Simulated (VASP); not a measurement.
# Pt (Im-3m) in VASP: a series of runs

The runs below take Pt through single point, relaxation of cell and atoms, with PBE, PBE+D3(BJ), PBE+D4, PBEsol+D3(BJ).

All numbers are computed with VASP 6.6.1; they aren't measurements. Logs are shortened: lines on timing, memory, paths and dates and some standing lists are left out, and cuts for length are marked.

## 1. The cell of the first run

It takes space group Im-3m (No. 229, cubic). Conventional cell: a = 3.168 Å, b = 3.168 Å, c = 3.168 Å, α = 90.00°, β = 90.00°, γ = 90.00°. Pt (site symmetry m-3m) has 14 Pt at 2.74 to 3.17 Å within 3.6 Å.

## 2. Single point, PBE

INCAR reads:

```
SYSTEM = Pt
ALGO = Normal ; EDIFF = 1E-6
ENCUT = 520 ; GGA = PE
ISIF = 2 ; ISMEAR = 0
LASPH = .True. ; LCHARG = .False.
LREAL = .False. ; LWAVE = .False.
NBANDS = 11 ; NELM = 100
PREC = Accurate ; SIGMA = 0.022
```

KPOINTS reads:

```
k-points
0
Gamma
  12 12 12
  0 0 0
```

POSCAR reads:

```
Pt
1.0
   -1.5842200000      1.5842200000      1.5842200000
    1.5842200000     -1.5842200000      1.5842200000
    1.5842200000      1.5842200000     -1.5842200000
Pt
1
Direct
    0.0000000000      0.0000000000      0.0000000000
```

Potentials or basis: VASP PAW PBE potentials, release 64 (Pt).

Launch:

```bash
$ cat potpaw_PBE.64/Pt/POTCAR > POTCAR
$ mpirun -np 1 vasp_std > vasp.out
```

OUTCAR:

```text
SYSTEM = Pt
   EDIFF = 1E-6
   ENCUT = 520
   GGA = PE
   ISIF = 2
   ISMEAR = 0
   LASPH = .True.
   LREAL = .False.
   NELM = 100
   PREC = Accurate

 ion  position               nearest neighbor table
   1  0.000  0.000  0.000-

  LATTYP: Found a body centered cubic cell.
 ALAT       =     3.1684400000

  Lattice vectors:

 A1 = (  -1.5842200000,   1.5842200000,   1.5842200000)
 A2 = (   1.5842200000,  -1.5842200000,   1.5842200000)
 A3 = (   1.5842200000,   1.5842200000,  -1.5842200000)

Analysis of symmetry for initial positions (statically):
=====================================================================
 Subroutine PRICEL returns:
 Original cell was already a primitive cell.

 Routine SETGRP: Setting up the symmetry group for a
 body centered cubic supercell.

 Subroutine GETGRP returns: Found 48 space group operations
[... 9 lines left out ...]

 Routine SETGRP: Setting up the symmetry group for a
 body centered cubic supercell.

 Subroutine GETGRP returns: Found 48 space group operations
[... 11 lines left out ...]
                                     Primitive cell

  volume of cell :      15.9040

  direct lattice vectors                    reciprocal lattice vectors
    -1.584220000  1.584220000  1.584220000     0.000000000  0.315612731  0.315612731
     1.584220000 -1.584220000  1.584220000     0.315612731  0.000000000  0.315612731
     1.584220000  1.584220000 -1.584220000     0.315612731  0.315612731  0.000000000

  length of vectors
     2.743949530  2.743949530  2.743949530     0.446343804  0.446343804  0.446343804

  position of ions in fractional coordinates (direct lattice)
     0.000000000  0.000000000  0.000000000

  ion indices of the primitive-cell ions
   primitive index   ion index
                 1           1

----------------------------------------------------------------------------------------

 KPOINTS: k-points

Automatic generation of k-mesh.
 Grid dimensions read from file:
 generate k-points for:   12   12   12

 Generating k-lattice:

  Cartesian coordinates                     Fractional coordinates (reciprocal lattice)
     0.000000000  0.026301061  0.026301061     0.083333333  0.000000000  0.000000000
     0.026301061  0.000000000  0.026301061     0.000000000  0.083333333  0.000000000
     0.026301061  0.026301061  0.000000000     0.000000000  0.000000000  0.083333333

  Length of vectors
     0.037195317  0.037195317  0.037195317

  Shift w.r.t. Gamma in fractional coordinates (k-lattice)
     0.000000000  0.000000000  0.000000000

 Subroutine IBZKPT returns following result:
 ===========================================

 Found     72 irreducible k-points:

 Following reciprocal coordinates:
            Coordinates               Weight
  0.000000  0.000000  0.000000      1.000000
  0.083333  0.000000  0.000000     12.000000
  0.166667  0.000000  0.000000     12.000000
  0.250000  0.000000  0.000000     12.000000
  0.333333  0.000000  0.000000     12.000000
  0.416667  0.000000  0.000000     12.000000
[... 16 lines left out ...]
  0.333333  0.083333  0.083333     24.000000
  0.416667  0.083333  0.083333     12.000000
 [... further k-points ...]
   k-points           NKPTS =     72   k-points in BZ     NKDIM =     72   number of bands    NBANDS=     11
   number of dos      NEDOS =    301   number of ions     NIONS =      1
   total plane-waves  NPLWV =   8000
   dimension x,y,z NGX =    20 NGY =   20 NGZ =   20
   dimension x,y,z NGXF=    40 NGYF=   40 NGZF=   40
   ions per type =               1
   NGX,Y,Z   is equivalent  to a cutoff of  12.12, 12.12, 12.12 a.u.
   NGXF,Y,Z  is equivalent  to a cutoff of  24.23, 24.23, 24.23 a.u.
 SYSTEM =  Pt
   PREC   = accura    normal or accurate (medium, high low for compatibility)
   ISTART =      0    job   : 0-new  1-cont  2-samecut
   ICHARG =      2    charge: 1-file 2-atom 10-const
   ISPIN  =      1    spin polarized calculation?
   LNONCOLLINEAR =      F non collinear calculations
   LSORBIT =      F    spin-orbit coupling
   LASPH  =      T    aspherical Exc in radial PAW
   ENCUT  =  520.0 eV  38.22 Ry    6.18 a.u.   5.10  5.10  5.10*2*pi/ulx,y,z
   NELM   =    100;   NELMIN=  2; NELMDL= -5     # of ELM steps
   EDIFF  = 0.1E-05   stopping-criterion for ELM
   LREAL  =      F    real-space projection
   EDIFFG = 0.1E-04   stopping-criterion for IOM
   NSW    =      0    number of steps for IOM
   IBRION =     -1    ionic relax: 0-MD 1-quasi-New 2-CG
   NFREE  =      0    steps in history (QN), initial steepest desc. (CG)
   ISIF   =      2    stress and relaxation
   ISYM   =      2    0-nonsym 1-usesym 2-fastsym
   POTIM  = 0.5000    time-step for ionic-motion
   TEBEG  =    0.0;   TEEND  =   0.0 temperature during run
   PSTRESS=    0.0 pullay stress
   NELECT =      10.0000    total number of electrons
   NUPDOWN=      -1.0000    fix difference up-down
   EMIN   =  10.00;   EMAX   =-10.00  energy-range for DOS
   EFERMI =   0.00;   METHOD = LEGACY
   ISMEAR =     0;   SIGMA  =   0.02  broadening in eV -4-tet -1-fermi 0-gaus
   EFERMI_NEDOS =   21; number of points for ismear=-14 and -15
   IALGO  =     38    algorithm
   IMIX   =      4    mixing-type and parameters
     AMIX     =   0.40;   BMIX     =  1.00
     AMIX_MAG =   1.60;   BMIX_MAG =  1.00
  volume/ion in A,a.u.               =      15.90       107.33
  Fermi-wavevector in a.u.,A,eV,Ry     =   1.402510  2.650360 26.763132  1.967035
  Thomas-Fermi vector in A             =   2.525265
   LORBIT       =      0    0 simple, 1 ext, 2 COOP (PROOUT), +10 PAW based schemes
   GGA     = PE    functional components
   LHFCALC =     F    Hartree Fock is set to
   AEXX    =    0.0000 exact exchange contribution
   IVDW    =     0    specifies the selected vdW correction
   LEPSILON=     F    determine dielectric tensor
   LRPA    =     F    only Hartree local field effects (RPA)
 non-spin polarized calculation
 Gauss-broadening in eV      SIGMA  =   0.02
  energy-cutoff  :      520.00
  volume of cell :       15.90
 maximum number of plane-waves:       442
   NGX = 11   NGY = 11   NGZ = 11

 number of electron      10.0000000 magnetization

 Free energy of the ion-electron system (eV)
  ---------------------------------------------------
  ext. energy  EPLUGINS =         0.00000000
  ---------------------------------------------------
  free energy    TOTEN  =        -6.01653620 eV

  energy without entropy =       -6.01642185  energy(sigma->0) =       -6.01647902

 E-fermi :   9.9618     XC(G=0): -13.1651

 val. band max:        9.9597289947   @ k =   0.5000   0.5000   0.4167
 cond. band min:      10.0459420942   @ k =  -0.4167  -0.4167   0.1667
 fundamental gap:      0.0862130994
 Fermi energy:         9.9618292627

 k-point     1 :       0.0000    0.0000    0.0000
  band No.  band energies     occupation
      1       0.6544      2.00000
      2       6.6376      2.00000
      3       6.6376      2.00000
      4       6.6376      2.00000
      5       9.0950      2.00000
      6       9.0950      2.00000
      7      27.1839      0.00000
      8      27.1839      0.00000
      9      27.1839      0.00000
     10      37.1362      0.00000
     11      37.1371      0.00000

 k-point     2 :       0.0833    0.0000    0.0000
  band No.  band energies     occupation
      1       0.9337      2.00000
      2       6.5297      2.00000
      3       6.6365      2.00000
      4       6.8604      2.00000
      5       8.9607      2.00000
      6       9.1027      2.00000
      7      27.2986      0.00000
      8      27.3726      0.00000
      9      27.5928      0.00000
     10      34.3713      0.00000
     11      34.8380      0.00000

 k-point     3 :       0.1667    0.0000    0.0000
  band No.  band energies     occupation
      1       1.7141      2.00000
      2       6.2469      2.00000
      3       6.6107      2.00000
      4       7.5051      2.00000
      5       8.7266      2.00000
      6       9.1325      2.00000
      7      27.0255      0.00000
      8      27.1906      0.00000
      9      28.7552      0.00000
     10      32.5700      0.00000
     11      32.7571      0.00000

 k-point     4 :       0.2500    0.0000    0.0000
  band No.  band energies     occupation
      1       2.7483      2.00000
      2       5.8854      2.00000
      3       6.6820      2.00000
      4       8.4925      2.00000
      5       8.6723      2.00000
      6       9.1957      2.00000
      7      24.5132      0.00000
      8      26.1207      0.00000
      9      30.4899      0.00000
     10      31.5506      0.00000
     11      32.5344      0.00000

 k-point     5 :       0.3333    0.0000    0.0000
  band No.  band energies     occupation
      1       3.4566      2.00000
      2       5.5484      2.00000
      3       7.4311      2.00000
      4       8.8368      2.00000
      5       9.2870      2.00000
      6       9.6558      2.00000
      7      21.0819      0.00000
      8      24.7241      0.00000
      9      28.7533      0.00000
     10      32.4954      0.00000
     11      33.3981      0.00000
[... 211 lines left out ...]
 k-point    21 :       0.1667    0.0833    0.0833
  band No.  band energies     occupation
      1       3.2329      2.00000
      2       5.8095      2.00000
      3       6.0564      2.00000
      4       8.8506      2.00000
      5       9.1344      2.00000
      6       9.4482      2.00000
      7      24.5545      0.00000
      8      25.8001      0.00000
      9      26.8950      0.00000
     10      29.6070      0.00000
     11      36.0556      0.00000

 k-point    22 :       0.2500    0.0833    0.0833
  band No.  band energies     occupation
      1       3.9821      2.00000
      2       5.5024      2.00000
      3       6.5343      2.00000
      4       8.9173      2.00000
      5       9.2871      2.00000
      6      10.9023      0.00000
      7      20.9175      0.00000
      8      24.4888      0.00000
      9      25.6217      0.00000
     10      31.3615      0.00000
     11      36.4599      0.00000

 k-point    23 :       0.3333    0.0833    0.0833
  band No.  band energies     occupation
      1       4.0868      2.00000
      2       5.3027      2.00000
      3       7.7666      2.00000
      4       9.0267      2.00000
      5       9.3893      2.00000
      6      12.4145      0.00000
      7      17.7128      0.00000
      8      23.5620      0.00000
      9      24.4635      0.00000
     10      33.1830      0.00000
     11      35.1625      0.00000

 k-point    24 :       0.4167    0.0833    0.0833
  band No.  band energies     occupation
      1       4.0542      2.00000
      2       5.2338      2.00000
      3       8.5066      2.00000
      4       9.0486      2.00000
      5       9.4262      2.00000
      6      13.4418      0.00000
      7      15.9731      0.00000
      8      23.2321      0.00000
      9      23.9559      0.00000
     10      34.0662      0.00000
     11      34.6444      0.00000

 [... further k-points ...]
[... 5 lines left out ...]
  --------------------------------------------------------------------------------------
  -------------------------------------------------------------------------------------
  Total       -0.1865174     -0.1865174     -0.1865174      0.0000000      0.0000000      0.0000000
  in kB      -18.7898527    -18.7898527    -18.7898527      0.0000000      0.0000000      0.0000000
  external PRESSURE =     -18.7898527 kB  Pullay stress =       0.0000000 kB

 VOLUME and BASIS-vectors are now :
 -----------------------------------------------------------------------------
  energy-cutoff  :      520.00
  volume of cell :       15.90
      direct lattice vectors                 reciprocal lattice vectors
    -1.584220000  1.584220000  1.584220000     0.000000000  0.315612731  0.315612731
     1.584220000 -1.584220000  1.584220000     0.315612731  0.000000000  0.315612731
     1.584220000  1.584220000 -1.584220000     0.315612731  0.315612731  0.000000000

 POSITION                                       TOTAL-FORCE (eV/Angst)
 -----------------------------------------------------------------------------------
      0.00000      0.00000      0.00000         0.000000      0.000000     -0.000000
 -----------------------------------------------------------------------------------
    total drift:                                0.000000     -0.000000      0.000000

  FREE ENERGIE OF THE ION-ELECTRON SYSTEM (eV)
  ---------------------------------------------------
  free  energy   TOTEN  =        -6.0165361994 eV

  energy  without entropy=       -6.0164218476  energy(sigma->0) =       -6.01647902
```

Wall time 7.9 s (1 thread of Intel Xeon Platinum 8488C (Sapphire Rapids), shared host); peak memory 0.13 GiB.

What came out:

| Item | Value |
| --- | --- |
| Free energy | -6.0165 eV |
| Pressure | -1.9 GPa |
| Band gap on the k mesh | zero (band 5 reaches 11.08 eV, above the bottom of band 6 at 8.94 eV) |

Caveat: spin-orbit coupling is left out, which moves the levels of the heavy elements.

## 3. Relaxation of cell and atoms, PBE+D3(BJ)

INCAR reads:

```
  PREC = Accurate
  ENCUT = 600
  EDIFF = 1E-7
  ISMEAR = -1
  SIGMA = 0.05
  LREAL = F
  LASPH = T
  NELM = 60
  ALGO = Fast
  ISIF = 3
  LWAVE = F
  LCHARG = F
  GGA = PE
  IVDW = 12
  IBRION = 2
  NSW = 60
  EDIFFG = -0.01
```

KPOINTS reads:

```
Automatic mesh
0
Gamma
  12 12 12
```

POSCAR is that of step 2.

Potentials or basis: VASP PAW PBE potentials, release 64 (Pt).

Launch:

```bash
$ cat potpaw_PBE.64/Pt/POTCAR > POTCAR
$ mpirun -np 1 vasp_std > vasp.out
```

OUTCAR:

```text
PREC = Accurate
   ENCUT = 600
   EDIFF = 1E-7
   ISMEAR = -1
   LREAL = F
   LASPH = T
   NELM = 60
   ISIF = 3
   GGA = PE
   IVDW = 12
   IBRION = 2
   NSW = 60
   EDIFFG = -0.01
 IVDW          = 12

 ion  position               nearest neighbor table
   1  0.000  0.000  0.000-

  LATTYP: Found a body centered cubic cell.
 ALAT       =     3.1684400000

  Lattice vectors:

 A1 = (  -1.5842200000,   1.5842200000,   1.5842200000)
 A2 = (   1.5842200000,  -1.5842200000,   1.5842200000)
 A3 = (   1.5842200000,   1.5842200000,  -1.5842200000)

Analysis of symmetry for initial positions (statically):
=====================================================================
 Subroutine PRICEL returns:
 Original cell was already a primitive cell.

 Routine SETGRP: Setting up the symmetry group for a
 body centered cubic supercell.

 Subroutine GETGRP returns: Found 48 space group operations
[... 9 lines left out ...]

 Routine SETGRP: Setting up the symmetry group for a
 body centered cubic supercell.

 Subroutine GETGRP returns: Found 48 space group operations
[... 11 lines left out ...]
                                     Primitive cell

  volume of cell :      15.9040

  direct lattice vectors                    reciprocal lattice vectors
[... 125 lines left out ...]
--------------------------------------- Ionic step        1  -------------------------------------------

 number of electron      10.0000000 magnetization

 number of electron       9.9999999 magnetization

 Free energy of the ion-electron system (eV)
  ---------------------------------------------------
  ext. energy  EPLUGINS =         0.00000000
  ---------------------------------------------------
  free energy    TOTEN  =        -6.01931061 eV

  energy without entropy =       -6.01304603  energy(sigma->0) =       -6.01617832

------------------------ aborting loop because EDIFF is reached ----------------------------------------

 Edisp (eV)   -0.73626

 E8    (eV) :    -0.3370
[... 186 lines left out ...]
--------------------------------------- Ionic step        6  -------------------------------------------

 number of electron      10.0000001 magnetization

 Free energy of the ion-electron system (eV)
  ---------------------------------------------------
  ext. energy  EPLUGINS =         0.00000000
  ---------------------------------------------------
  free energy    TOTEN  =        -6.00729226 eV

  energy without entropy =       -6.00159987  energy(sigma->0) =       -6.00444606

 E-fermi :  10.7121     XC(G=0): -13.3985

 val. band max:       10.6645139780   @ k =   0.5000   0.5000   0.4167
 cond. band min:      10.7571420897   @ k =  -0.4167  -0.4167   0.1667
 fundamental gap:      0.0926281117
 Fermi energy:        10.7121264140

 k-point     1 :       0.0000    0.0000    0.0000
  band No.  band energies     occupation
      1       0.9528      2.00000
      2       7.1333      2.00000
      3       7.1333      2.00000
      4       7.1333      2.00000
      5       9.7374      2.00000
      6       9.7374      2.00000
      7      27.8771      0.00000
      8      27.8771      0.00000
      9      27.8771      0.00000
[... 265 lines left out ...]
 k-point    24 :       0.4167    0.0833    0.0833
  band No.  band energies     occupation
      1       4.4061      2.00000
      2       5.6376      2.00000
      3       9.0808      2.00000
      4       9.6980      2.00000
      5      10.1027      1.99999
      6      14.2529      0.00000
      7      16.9852      0.00000
      8      24.0274      0.00000
      9      25.0109      0.00000

 [... further k-points ...]

------------------------ aborting loop because EDIFF is reached ----------------------------------------

 Edisp (eV)   -0.76712

 E8    (eV) :    -0.3514
[... 24 lines left out ...]
  FREE ENERGIE OF THE ION-ELECTRON SYSTEM (eV)
  ---------------------------------------------------
  free  energy   TOTEN  =        -6.7744105011 eV

  energy  without entropy=       -6.7687181029  energy(sigma->0) =       -6.77156430

 reached required accuracy - stopping structural energy minimisation
```

OSZICAR:

```text
N       E                     dE             d eps       ncg     rms          rms(c)
DAV:   1     0.414468781723E+02    0.41447E+02   -0.59822E+03  1320   0.116E+03
DAV:   2    -0.584914172153E+01   -0.47296E+02   -0.45549E+02  1378   0.200E+02
[... 55 lines left out ...]
DAV:   1    -0.600935523017E+01   -0.63668E-02   -0.49956E-02  1301   0.238E+00    0.305E-01
RMM:   2    -0.600740986090E+01    0.19454E-02   -0.27196E-03  1296   0.524E-01    0.126E-01
RMM:   3    -0.600728779715E+01    0.12206E-03   -0.34308E-04  1296   0.187E-01    0.684E-02
RMM:   4    -0.600729194966E+01   -0.41525E-05   -0.31531E-05  1296   0.593E-02    0.333E-03
RMM:   5    -0.600729217347E+01   -0.22380E-06   -0.43013E-06  1291   0.201E-02    0.233E-03
RMM:   6    -0.600729226341E+01   -0.89947E-07   -0.59970E-07  1091   0.720E-03
   6 F= -.67744105E+01 E0= -.67715643E+01  d E =-.188382E-01
```

CONTCAR:

```text
Pt
   1.00000000000000
    -1.5636312903095986    1.5636312903095986    1.5636312903095986
     1.5636312903095986   -1.5636312903095986    1.5636312903095986
     1.5636312903095986    1.5636312903095986   -1.5636312903095986
  Pt
     1
Direct
     0.0000000000000000    0.0000000000000000    0.0000000000000000

  0.00000000E+00  0.00000000E+00  0.00000000E+00
```

Wall time 30 s (1 thread of Intel Xeon Platinum 8488C (Sapphire Rapids), shared host); peak memory 0.17 GiB.

What came out:

| Quantity | Value |
| --- | --- |
| Free energy | -6.7744 eV |
| Relaxed volume | 15.29 Å³/atom |
| Relaxed cell | a = 2.708 Å, b = 2.708 Å, c = 2.708 Å, α = 109.47°, β = 109.47°, γ = 109.47° |
| Space group after relaxing (to 0.05 Å) | Im-3m (No. 229) |
| Energy gained by relaxing | 18.8 meV/atom |
| Ionic steps | 6 |
| Pressure after relaxing | 0.0 GPa |
| Band gap on the k mesh | zero (band 5 reaches 11.87 eV, above the bottom of band 6 at 9.57 eV) |
| Dispersion energy per atom | -0.767 eV |

The path:
| step | energy change (eV) | largest force (eV/Å) | pressure (GPa) | volume (Å³) |
| --- | --- | --- | --- | --- |
| 1 | 0.0000 | 0.0000 | -9.45 | 15.90 |
| 2 | 0.1234 | 0.0000 | 34.82 | 13.84 |
| 3 | -0.0188 | 0.0000 | -0.20 | 15.32 |
| 4 | -0.0188 | 0.0000 | -0.18 | 15.30 |
| 5 | -0.0185 | 0.0000 | 1.36 | 15.22 |
| 6 | -0.0188 | 0.0000 | 0.03 | 15.29 |

Final structure:
```
Pt
1.0
    -1.56363    1.56363    1.56363
     1.56363   -1.56363    1.56363
     1.56363    1.56363   -1.56363
Pt
1
Direct
  0.00000 0.00000 0.00000
```

Caveat: spin-orbit coupling is left out, which moves the levels of the heavy elements; pairwise dispersion overbinds metals, which lowers pressure and volume.

[end of part 1 of 2]
